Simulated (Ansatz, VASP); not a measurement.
**Two plane-wave programs on Ti**

```
CELL_PARAMETERS angstrom
0.00000 2.05602 2.05602
2.05602 0.00000 2.05602
2.05602 2.05602 0.00000
ATOMIC_POSITIONS crystal
Ti 0.00000 0.00000 0.00000
```

Alike in both runs: task single point; functional r2SCAN; k mesh 18 × 18 × 18; occupations gaussian, width 0.1 eV; no spin polarisation.

|  | VASP | Ansatz |
| --- | --- | --- |
| version | VASP 6.6.1 | Ansatz 0.2.0 |
| potentials or method | VASP PAW PBE potentials, release 64 (Ti_sv), cutoff 520 eV | scalar-relativistic, plane waves, PAW |
| valence electrons in the cell | 12 | 12 |

Ansatz gave:

```
gap on the k mesh at the Fermi level (eV) : none
pressure (GPa)                            : -0.1
```

**Question.** Which values does VASP return?

**Answer.** gap on the k mesh at the Fermi level (eV): none; pressure (GPa): 0.3.

VASP's potentials were made for PBE, not for r2SCAN. A gap of «none» marks a metal or a gap that the smearing closes.
